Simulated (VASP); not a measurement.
A run of VASP 6.6.1 is set up as follows.

File POSCAR:

```
SiC
1.0
    0.0000000000      2.2950204754      1.9507674041
    2.2950204754      0.0000000000      1.9507674041
    2.2950204754      2.2950204754      0.0000000000
Si C
1 1
Direct
    0.0000000000      0.0000000000      0.0000000000
    0.7500000000      0.7500000000      0.7500000000
```

Contents of INCAR.step1:

```
PREC = Accurate ; ENCUT = 520
ISMEAR = 0 ; SIGMA = 0.05
LREAL = False ; LASPH = True
NELM = 60 ; NBANDS = 11
GGA = PE ; ALGO = Normal
EDIFF = 1E-4 ; LWAVE = True
LCHARG = False
```

The input INCAR.step2:

```
PREC = Accurate ; ENCUT = 520
EDIFF = 1E-6 ; ISMEAR = 0
SIGMA = 0.05 ; LREAL = False
LASPH = True ; NELM = 60
ALGO = Normal ; ISIF = 2
LWAVE = False ; LCHARG = False
METAGGA = R2SCAN ; LMIXTAU = True
NBANDS = 11 ; ISTART = 1
```

The input KPOINTS:

```
regular mesh
0
Gamma
  12 12 12
```

Potentials or basis: VASP PAW PBE potentials, release 64 (Si, C).

The run is started by

```console
$ cat potpaw_PBE.64/Si/POTCAR potpaw_PBE.64/C/POTCAR > POTCAR
$ cp INCAR.step1 INCAR
$ mpirun -np 1 vasp_std > vasp.out
$ cp INCAR.step2 INCAR
$ mpirun -np 1 vasp_std > vasp.out
```

Estimate the band gap on the k mesh.

0.28 eV (least direct gap 4.95 eV).

Estimate the pressure.

-1.0 GPa.

Stress tensor (GPa, compression positive):
```
-12.01   0.00   0.00
  0.00 -12.01   0.00
  0.00   0.00  20.97
```

Caveat: the stress differs along the axes, from -12 to 21 GPa; semilocal functionals underestimate gaps, and a narrow one can read as zero; the PAW data sets were made with another functional, which shifts forces and pressure a little. A k mesh can miss the band edges.
